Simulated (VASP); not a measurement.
Set up this calculation in VASP 6.6.1, as the native input.

| Property | Result |
| --- | --- |
| Task | single point |
| Functional | PBE |
| Potentials or basis | VASP PAW PBE potentials, release 64 (Cd, S) |
| Cutoff | 520 eV |
| k mesh | 13 × 13 × 13 |
| Occupations | fermi-dirac, width 0.02 eV |
| Spin | no spin polarisation |
| Dipole correction | no |
| Further INCAR settings | ALGO = Normal; EDIFF = 1e-06; NBANDS = 16 |

The structure of CdS (Hawleyite) lies in POSCAR:

```
CdS
1.0
    0.0000000000      2.9165000000      2.9165000000
    2.9165000000      0.0000000000      2.9165000000
    2.9165000000      2.9165000000      0.0000000000
Cd S
1 1
Direct
    0.0000000000      0.0000000000      0.0000000000
    0.2500000000      0.2500000000      0.2500000000
```

The input as run:

INCAR

```
PREC = Accurate
ENCUT = 520
EDIFF = 1E-6
ISMEAR = -1
SIGMA = 0.02
LREAL = F
LASPH = T
NELM = 60
ALGO = Normal
ISIF = 2
LWAVE = F
LCHARG = F
GGA = PE
NBANDS = 16
```

KPOINTS

```
Automatic mesh
0
Gamma
  13 13 13
```

Potentials or basis: VASP PAW PBE potentials, release 64 (Cd, S).

The run is started by

```bash
$ cat potpaw_PBE.64/Cd/POTCAR potpaw_PBE.64/S/POTCAR > POTCAR
$ mpirun -np 1 vasp_std > vasp.out
```

It gave:

```json
{
 "Pressure": "3.2 GPa",
 "Band gap on the k mesh": "1.15 eV, direct"
}
```

Run time: 30 s on 1 thread of Intel(R) Xeon(R) 6975P-C (Granite Rapids), on a shared host, peak memory 0.21 GiB.
